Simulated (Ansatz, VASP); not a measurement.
# One calculation of Al3Ga3N2, two programs

```
Al Ga N
1.0
     2.92475    0.00000    0.00000
    -1.46237    2.53290    0.00000
     0.00000    0.00000   14.36181
Al Ga N
3 3 2
Direct
  0.33333 0.66667 0.83399
  0.66667 0.33333 0.16601
  0.00000 0.00000 0.00000
  0.33333 0.66667 0.32471
  0.00000 0.00000 0.50000
  0.66667 0.33333 0.67529
  0.66667 0.33333 0.91877
  0.33333 0.66667 0.08123
```

Alike in both runs: functional PBE; k mesh 12 × 12 × 2; occupations gaussian, width 0.1 eV; no spin polarisation.

Ansatz relaxed the structure, and its values are those at the end. VASP's run is a single point on that final structure, the one shown.

```csv
,VASP,Ansatz
version,VASP 6.6.1,Ansatz 0.2.0
potentials or method,"VASP PAW PBE potentials, release 64 (Al, Ga_d, N), cutoff 520 eV","scalar-relativistic, plane waves, PAW"
valence electrons in the cell,58,58
```

|  | VASP | Ansatz | Ansatz less VASP |
| --- | --- | --- | --- |
| gap on the k mesh at the Fermi level (eV) | none | none | - |
| pressure (GPa) | 0.0 | 0.0 | +0.03 |
| rms of the force components (eV/Å) | 0.006 | 0.001 | -0.0048 |

A gap of «none» marks a metal or a gap that the smearing closes.
